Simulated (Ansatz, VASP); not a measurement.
## Two plane-wave programs on CdBi2Pt4Br

```
CELL_PARAMETERS angstrom
4.12614 0.00000 0.00000
0.00000 4.12614 0.00000
0.00000 0.00000 9.68526
ATOMIC_POSITIONS crystal
Cd 0.00000 0.00000 0.00000
Bi 0.50000 0.50000 0.72420
Bi 0.50000 0.50000 0.27580
Pt 0.50000 0.00000 0.83900
Pt 0.00000 0.50000 0.83900
Pt 0.50000 0.00000 0.16100
Pt 0.00000 0.50000 0.16100
Br 0.00000 0.00000 0.50000
```

Alike in both runs: task single point; functional r2SCAN; k mesh 4 × 4 × 2; occupations gaussian, width 0.0114 eV; no spin polarisation.

|  | VASP | Ansatz |
| --- | --- | --- |
| version | VASP 6.6.1 | Ansatz 0.2.0 |
| potentials or method | VASP PAW PBE potentials, release 64 (Cd, Bi_d, Pt, Br), cutoff 520 eV | PAW plane waves |
| valence electrons in the cell | 89 | 129 |

Ansatz gave:

* gap on the k mesh at the Fermi level (eV): none
* rms of the force components (eV/Å): 4.013

Which values does VASP return?

gap on the k mesh at the Fermi level (eV): none; rms of the force components (eV/Å): 4.087.

VASP's potentials were made for PBE, not for r2SCAN. Atom by atom the forces differ by 0.081 eV/Å (rms over components). A gap of «none» marks a metal or a gap that the smearing closes. With one functional, cell and mesh, what is left measures potentials, basis and numerics. VASP's potentials hold 89 valence electrons a cell and Ansatz's 129, so a difference there can come from the potentials and not from the codes.

The k mesh is coarse, so the values compare programs but aren't converged. Spin-orbit coupling is off throughout.
